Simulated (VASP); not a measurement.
# Yb (P6_3/mmc) in VASP: a series of runs, part 2 of 2

VASP 6.6.1. The steps go on from the part before.

### 4 Single point, PBEsol (33.57 Å³/atom)

This run uses another cell than the first one, of 33.57 Å³/atom.

INCAR

```
ALGO = Normal ; EDIFF = 1E-6
ENCUT = 520 ; GGA = PS
ISIF = 2 ; ISMEAR = -1
LASPH = True ; LCHARG = False
LREAL = False ; LWAVE = False
NBANDS = 31 ; NELM = 60
PREC = Accurate ; SIGMA = 0.1
```

KPOINTS

```
k-points
0
Gamma
  12 12 6
```

POSCAR

```
Yb
1.0
    3.6151577100      0.0000000000      0.0000000000
   -1.8075788550      3.1308184156      0.0000000000
    0.0000000000      0.0000000000      5.9313329940
Yb
2
Direct
    0.3333333333      0.6666666667      0.2500000000
    0.6666666667      0.3333333333      0.7500000000
```

Potentials or basis: VASP PAW PBE potentials, release 64 (Yb).

Run with:

```sh
$ cat potpaw_PBE.64/Yb/POTCAR > POTCAR
$ mpirun -np 1 vasp_std > vasp.out
```

OUTCAR:

```text
EDIFF = 1E-6
   ENCUT = 520
   GGA = PS
   ISIF = 2
   ISMEAR = -1
   LASPH = True
   LREAL = False
   NELM = 60
   PREC = Accurate

 ion  position               nearest neighbor table
   1  0.333  0.667  0.250-   2 3.63   2 3.63   2 3.63   2 3.63   2 3.63   2 3.63
   2  0.667  0.333  0.750-   1 3.63   1 3.63   1 3.63   1 3.63   1 3.63   1 3.63

  LATTYP: Found a hexagonal cell.
 ALAT       =     3.6151577100
 C/A-ratio  =     1.6406844375

  Lattice vectors:

 A1 = (   3.6151577100,   0.0000000000,   0.0000000000)
 A2 = (  -1.8075788550,   3.1308184156,   0.0000000000)
 A3 = (   0.0000000000,   0.0000000000,   5.9313329940)

Analysis of symmetry for initial positions (statically):
=====================================================================
 Subroutine PRICEL returns:
 Original cell was already a primitive cell.

 Routine SETGRP: Setting up the symmetry group for a
 hexagonal supercell.

 Subroutine GETGRP returns: Found 24 space group operations
 (whereof 12 operations were pure point group operations)
 out of a pool of 24 trial point group operations.

The static configuration has the point symmetry D_3d.
 The point group associated with its full space group is D_6h.

Analysis of symmetry for dynamics (positions and initial velocities):
=====================================================================
 Subroutine PRICEL returns:
 Original cell was already a primitive cell.

 Routine SETGRP: Setting up the symmetry group for a
 hexagonal supercell.

 Subroutine GETGRP returns: Found 24 space group operations
 (whereof 12 operations were pure point group operations)
 out of a pool of 24 trial point group operations.

The dynamic configuration has the point symmetry D_3d.
 The point group associated with its full space group is D_6h.

 Subroutine INISYM returns: Found 24 space group operations
 (whereof 12 operations are pure point group operations),
 and found     1 'primitive' translations

----------------------------------------------------------------------------------------

                                     Primitive cell

  volume of cell :      67.1332

  direct lattice vectors                    reciprocal lattice vectors
     3.615157710  0.000000000  0.000000000     0.276613105  0.159702651  0.000000000
    -1.807578855  3.130818416  0.000000000     0.000000000  0.319405302  0.000000000
     0.000000000  0.000000000  5.931332994     0.000000000  0.000000000  0.168596166

  length of vectors
     3.615157710  3.615157710  5.931332994     0.319405302  0.319405302  0.168596166

  position of ions in fractional coordinates (direct lattice)
     0.333333333  0.666666667  0.250000000
     0.666666667  0.333333333  0.750000000

  ion indices of the primitive-cell ions
   primitive index   ion index
                 1           1
                 2           2

----------------------------------------------------------------------------------------

 KPOINTS: k-points

Automatic generation of k-mesh.
 Grid dimensions read from file:
 generate k-points for:   12   12    6

 Generating k-lattice:

  Cartesian coordinates                     Fractional coordinates (reciprocal lattice)
     0.023051092  0.013308554  0.000000000     0.083333333 -0.000000000  0.000000000
     0.000000000  0.026617108  0.000000000     0.000000000  0.083333333  0.000000000
     0.000000000  0.000000000  0.028099361     0.000000000  0.000000000  0.166666667

  Length of vectors
     0.026617108  0.026617108  0.028099361

  Shift w.r.t. Gamma in fractional coordinates (k-lattice)
     0.000000000  0.000000000  0.000000000

 Subroutine IBZKPT returns following result:
 ===========================================

 Found     76 irreducible k-points:

 Following reciprocal coordinates:
            Coordinates               Weight
  0.000000  0.000000  0.000000      1.000000
  0.083333 -0.000000  0.000000      6.000000
  0.166667 -0.000000  0.000000      6.000000
  0.250000 -0.000000  0.000000      6.000000
  0.333333 -0.000000  0.000000      6.000000
  0.416667 -0.000000  0.000000      6.000000
[... 16 lines left out ...]
  0.250000 -0.000000  0.166667     12.000000
  0.333333 -0.000000  0.166667     12.000000
 [... further k-points ...]
   k-points           NKPTS =     76   k-points in BZ     NKDIM =     76   number of bands    NBANDS=     31
   number of dos      NEDOS =    301   number of ions     NIONS =      2
   total plane-waves  NPLWV =  37632
   dimension x,y,z NGX =    28 NGY =   28 NGZ =   48
   dimension x,y,z NGXF=    56 NGYF=   56 NGZF=   96
   ions per type =               2
   NGX,Y,Z   is equivalent  to a cutoff of  12.88, 12.88, 13.45 a.u.
   NGXF,Y,Z  is equivalent  to a cutoff of  25.75, 25.75, 26.91 a.u.
 SYSTEM =  unknown system
   PREC   = accura    normal or accurate (medium, high low for compatibility)
   ISTART =      0    job   : 0-new  1-cont  2-samecut
   ICHARG =      2    charge: 1-file 2-atom 10-const
   ISPIN  =      1    spin polarized calculation?
   LNONCOLLINEAR =      F non collinear calculations
   LSORBIT =      F    spin-orbit coupling
   LASPH  =      T    aspherical Exc in radial PAW
   ENCUT  =  520.0 eV  38.22 Ry    6.18 a.u.   6.72  6.72 11.03*2*pi/ulx,y,z
   NELM   =     60;   NELMIN=  2; NELMDL= -5     # of ELM steps
   EDIFF  = 0.1E-05   stopping-criterion for ELM
   LREAL  =      F    real-space projection
   EDIFFG = 0.1E-04   stopping-criterion for IOM
   NSW    =      0    number of steps for IOM
   IBRION =     -1    ionic relax: 0-MD 1-quasi-New 2-CG
   NFREE  =      0    steps in history (QN), initial steepest desc. (CG)
   ISIF   =      2    stress and relaxation
   ISYM   =      2    0-nonsym 1-usesym 2-fastsym
   POTIM  = 0.5000    time-step for ionic-motion
   TEBEG  =    0.0;   TEEND  =   0.0 temperature during run
   PSTRESS=    0.0 pullay stress
   NELECT =      48.0000    total number of electrons
   NUPDOWN=      -1.0000    fix difference up-down
   EMIN   =  10.00;   EMAX   =-10.00  energy-range for DOS
   EFERMI =   0.00;   METHOD = LEGACY
   ISMEAR =    -1;   SIGMA  =   0.10  broadening in eV -4-tet -1-fermi 0-gaus
   EFERMI_NEDOS =   21; number of points for ismear=-14 and -15
   IALGO  =     38    algorithm
   IMIX   =      4    mixing-type and parameters
     AMIX     =   0.40;   BMIX     =  1.00
     AMIX_MAG =   1.60;   BMIX_MAG =  1.00
  volume/ion in A,a.u.               =      33.57       226.52
  Fermi-wavevector in a.u.,A,eV,Ry     =   1.463893  2.766357 29.157063  2.142984
  Thomas-Fermi vector in A             =   2.579934
   LORBIT       =      0    0 simple, 1 ext, 2 COOP (PROOUT), +10 PAW based schemes
   GGA     = PS    functional components
   LHFCALC =     F    Hartree Fock is set to
   AEXX    =    0.0000 exact exchange contribution
   IVDW    =     0    specifies the selected vdW correction
   LEPSILON=     F    determine dielectric tensor
   LRPA    =     F    only Hartree local field effects (RPA)
 non-spin polarized calculation
  energy-cutoff  :      520.00
  volume of cell :       67.13
 maximum number of plane-waves:      1834
 NGX is ok and might be reduce to    28
   NGX = 13   NGY = 13   NGZ = 23

 number of electron      47.9999985 magnetization

 Free energy of the ion-electron system (eV)
  ---------------------------------------------------
  ext. energy  EPLUGINS =         0.00000000
  ---------------------------------------------------
  free energy    TOTEN  =        -7.90865117 eV

  energy without entropy =       -7.71835916  energy(sigma->0) =       -7.81350516

 E-fermi :   1.6483     XC(G=0):  -9.8813

 val. band max:        1.6340970297   @ k =   0.4167   0.1667   0.0000
 cond. band min:       1.6521683217   @ k =   0.3333   0.3333   0.3333
 fundamental gap:      0.0180712920
 Fermi energy:         1.6482722264

 k-point     1 :       0.0000    0.0000    0.0000
  band No.  band energies     occupation
      1     -50.1059      2.00000
      2     -50.0837      2.00000
      3     -22.6354      2.00000
      4     -22.2735      2.00000
      5     -22.2735      2.00000
      6     -22.2178      2.00000
[... 23 lines left out ...]
     30       5.1266      0.00000
     31       5.9351      0.00000

 k-point     2 :       0.0833   -0.0000    0.0000
  band No.  band energies     occupation
      1     -50.1045      2.00000
      2     -50.0830      2.00000
      3     -22.6260      2.00000
      4     -22.2958      2.00000
      5     -22.2805      2.00000
      6     -22.2410      2.00000
[... 740 lines left out ...]
 k-point    24 :       0.3333   -0.0000    0.1667
  band No.  band energies     occupation
      1     -50.0888      2.00000
      2     -50.0777      2.00000
      3     -22.5569      2.00000
      4     -22.4882      2.00000
      5     -22.4512      2.00000
      6     -22.3415      2.00000
[... 23 lines left out ...]
     30       6.4538      0.00000
     31       6.6531      0.00000

 [... further k-points ...]
[... 5 lines left out ...]
  --------------------------------------------------------------------------------------
  -------------------------------------------------------------------------------------
  Total       -0.3368775     -0.3368775     -0.3284552      0.0000000     -0.0000000      0.0000000
  in kB       -8.0397993     -8.0397993     -7.8387942      0.0000000     -0.0000000      0.0000000
  external PRESSURE =      -7.9727976 kB  Pullay stress =       0.0000000 kB

 VOLUME and BASIS-vectors are now :
 -----------------------------------------------------------------------------
  energy-cutoff  :      520.00
  volume of cell :       67.13
      direct lattice vectors                 reciprocal lattice vectors
     3.615157710  0.000000000  0.000000000     0.276613105  0.159702651  0.000000000
    -1.807578855  3.130818416  0.000000000     0.000000000  0.319405302  0.000000000
     0.000000000  0.000000000  5.931332994     0.000000000  0.000000000  0.168596166

 POSITION                                       TOTAL-FORCE (eV/Angst)
 -----------------------------------------------------------------------------------
     -0.00000      2.08721      1.48283        -0.000000      0.000000      0.000000
      1.80758      1.04361      4.44850         0.000000     -0.000000     -0.000000
 -----------------------------------------------------------------------------------
    total drift:                               -0.000000      0.000000     -0.000000

  FREE ENERGIE OF THE ION-ELECTRON SYSTEM (eV)
  ---------------------------------------------------
  free  energy   TOTEN  =        -7.9086511705 eV

  energy  without entropy=       -7.7183591591  energy(sigma->0) =       -7.81350516
```

OSZICAR:

```text
N       E                     dE             d eps       ncg     rms          rms(c)
DAV:   1     0.305395042861E+03    0.30540E+03   -0.15889E+04  6893   0.101E+04
DAV:   2     0.515347393992E+02   -0.25386E+03   -0.24086E+03  6788   0.883E+02
[... 25 lines left out ...]
DAV:  28    -0.790864893352E+01    0.91049E-05   -0.47498E-05  7523   0.269E-01    0.727E-02
DAV:  29    -0.790865602180E+01   -0.70883E-05   -0.58014E-05  9344   0.812E-02    0.434E-02
DAV:  30    -0.790865473766E+01    0.12841E-05   -0.20951E-06  4452   0.342E-02    0.467E-02
DAV:  31    -0.790865245828E+01    0.22794E-05   -0.21604E-06  4499   0.243E-02    0.299E-02
DAV:  32    -0.790865106772E+01    0.13906E-05   -0.18030E-06  4303   0.453E-02    0.103E-02
DAV:  33    -0.790865117052E+01   -0.10279E-06   -0.64513E-07  3954   0.208E-02
   1 F= -.79086512E+01 E0= -.78135052E+01  d E =-.190292E+00
```

stdout:

```text
POSCAR found type information on POSCAR Yb
 POSCAR found :  1 types and       2 ions
 scaLAPACK will be used
 -----------------------------------------------------------------------------
|                                                                             |
|                                                                             |
|     You enforced a specific xc type in the INCAR file but a different       |
|     I HOPE YOU KNOW WHAT YOU ARE DOING!                                     |
|                                                                             |
 -----------------------------------------------------------------------------

 LDA part: xc-table for (Slater+PW92), standard interpolation
 POSCAR, INCAR and KPOINTS ok, starting setup
 FFT: planning ... GRIDC
 FFT: planning ... GRID_SOFT
 FFT: planning ... GRID
 WAVECAR not read
 entering main loop
```

Wall time 7.4 min (1 thread of Intel Xeon 8259CL, shared host); peak memory 0.29 GiB.

What came out:

* Free energy: -7.9087 eV
* Pressure: -0.8 GPa
* Band gap on the k mesh: zero (bands 24 and 25 overlap by 0.33 eV)

Caveat: the PAW data sets were made with another functional, which shifts forces and pressure a little; spin-orbit coupling is left out, which moves the levels of the heavy elements. Spin polarisation is off, so any magnetic state and its effect on volume and gap are missing.

### 5 Single point, PBEsol (34.86 Å³/atom)

This run uses another cell than the first one, of 34.86 Å³/atom.

INCAR

```
SYSTEM = Yb
PREC = Accurate
ENCUT = 520
EDIFF = 1E-6
ISMEAR = -1
SIGMA = 0.1
LREAL = .FALSE.
LASPH = .TRUE.
NELM = 80
ALGO = Normal
ISIF = 2
LWAVE = .FALSE.
LCHARG = .TRUE.
GGA = PS
LELF = .TRUE.
LVHAR = .TRUE.
NBANDS = 31
```

KPOINTS

```
regular mesh
0
G
  12 12 6
  0 0 0
```

POSCAR

```
Yb
1.0
    3.6609240585      0.0000000000      0.0000000000
   -1.8304620292      3.1704532360      0.0000000000
    0.0000000000      0.0000000000      6.0064211297
Yb
2
Direct
    0.3333333333      0.6666666667      0.2500000000
    0.6666666667      0.3333333333      0.7500000000
```

Run with:

```sh
$ cat potpaw_PBE.64/Yb/POTCAR > POTCAR
$ mpirun -np 1 vasp_std > vasp.out
```

Wall time 7.3 min (1 thread of Intel Xeon 8259CL, shared host); peak memory 0.29 GiB.

The run converged. Its results:

```yaml
Free_energy: -7.8891 eV
Pressure: -1.5 GPa
Band_gap_on_the_k_mesh: zero (bands 24 and 25 overlap by 0.29 eV)
```

Levels at points of the mesh, in eV from the Fermi level:
```
           k point  band 22  band 23  band 24  band 25  band 26  band 27
(0.00, 0.00, 0.00)    -0.45    -0.43    -0.43     0.42     2.78     2.82
(0.50, 0.00, 0.00)    -0.45    -0.43    -0.43    -0.15     0.19     1.75
(0.00, 0.00, 0.50)    -0.44    -0.43    -0.43     1.52     1.52     2.80
(0.50, 0.00, 0.50)    -0.46    -0.45    -0.45     0.48     0.48     1.65
```

Caveat: the PAW data sets were made with another functional, which shifts forces and pressure a little; spin-orbit coupling is left out, which moves the levels of the heavy elements. Spin polarisation is off, so any magnetic state and its effect on volume and gap are missing.

### 6 The runs side by side

```csv
cell,gap on the mesh (eV),pressure (GPa)
"a = 3.520, b = 3.520, c = 5.775 Å, angles 90.0, 90.0, 120.0°, 2 atoms",none,0.3
"a = 3.568, b = 3.568, c = 5.854 Å, angles 90.0, 90.0, 120.0°, 2 atoms",none,-0.4
"a = 3.615, b = 3.615, c = 5.931 Å, angles 90.0, 90.0, 120.0°, 2 atoms",none,-0.8
"a = 3.661, b = 3.661, c = 6.006 Å, angles 90.0, 90.0, 120.0°, 2 atoms",none,-1.5
```

Alike in all rows: task single point; level PBEsol; potentials or basis VASP PAW PBE potentials, release 64 (Yb); no spin polarisation; k mesh 12 × 12 × 6; cutoff (eV) 520; smearing fermi-dirac 0.1 eV.

Caveats: the PAW data sets were made with another functional, which shifts forces and pressure a little; spin-orbit coupling is left out, which moves the levels of the heavy elements.

Absolute energies hang on the potentials; compare differences alone.

The gap in the log of VASP goes by the Fermi energy; the results here count the filled bands.